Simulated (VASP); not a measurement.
MgB2Te4:

```
Mg B Te
1.0
     6.17306    0.00000    0.00000
    -3.08653    5.34603    0.00000
     0.00000    0.00000    6.16961
Mg B Te
1 2 4
Direct
  0.00000 0.00000 0.00000
  0.00000 0.00000 0.68445
  0.00000 0.00000 0.31555
  0.33333 0.66667 0.00000
  0.66667 0.33333 0.00000
  0.33333 0.66667 0.50000
  0.66667 0.33333 0.50000
```

The cell was built from a structure type or drawn by symmetry, and may not be a known phase.

* Program: VASP 6.6.1
* Task: relaxation of cell and atoms
* Functional: PBE
* Potentials or basis: VASP PAW PBE potentials, release 64 (Mg, B, Te)
* Cutoff: 600 eV
* k mesh: 3 × 3 × 4
* Occupations: gaussian, width 0.1 eV
* Spin: no spin polarisation

At the start: pressure -1.9 GPa; volume 29.09 Å³/atom.

Q: How do energy, volume and symmetry change on relaxing?

A: Over 12 steps the energy falls by 514.2 meV/atom and the volume is 24.01 Å³/atom (-17.4 %); space group P6/mmm (No. 191, to 0.1 Å) before and after.

Step by step:
```
step  energy change (eV)  largest force (eV/Å)  pressure (GPa)  volume (Å³)
   1              0.0000                7.6288           -1.90       203.61
   2             -3.0700                1.1722           -5.19       192.97
   3             -3.1065                0.2079           -5.41       194.13
   4             -3.2289                4.7065            2.07       168.22
   5             -3.4435                1.9867           -1.86       178.63
   6             -3.5439                1.1444            1.25       165.26
   7             -3.5869                0.0963           -0.07       169.93
   8             -3.5973                0.1640           -0.34       169.31
   9             -3.5973                0.1663           -0.35       169.29
  10             -3.5985                0.1631            0.02       168.07
  11             -3.5989                0.0529           -0.09       168.46
  12             -3.5991                0.0009            0.01       168.08
```

Final structure:
```cif
data_structure
_symmetry_space_group_name_H-M 'P 1'
_symmetry_Int_Tables_number 1
_cell_length_a 5.6126
_cell_length_b 5.6126
_cell_length_c 6.1612
_cell_angle_alpha 90.000
_cell_angle_beta 90.000
_cell_angle_gamma 120.000
_cell_volume 168.08
loop_
_atom_site_label
_atom_site_type_symbol
_atom_site_fract_x
_atom_site_fract_y
_atom_site_fract_z
_atom_site_occupancy
Mg1 Mg 0.00000 0.00000 0.00000 1
B1 B 0.00000 0.00000 0.63170 1
B2 B 0.00000 0.00000 0.36830 1
Te1 Te 0.33333 0.66667 0.00000 1
Te2 Te 0.66667 0.33333 0.00000 1
Te3 Te 0.33333 0.66667 0.50000 1
Te4 Te 0.66667 0.33333 0.50000 1
```

Caveat: the k points lie up to 0.43 Å⁻¹ apart in the final cell, too coarse for converged energies and pressures of a metal; the volume moved by over 15 % at a fixed basis, so the end points are rough.
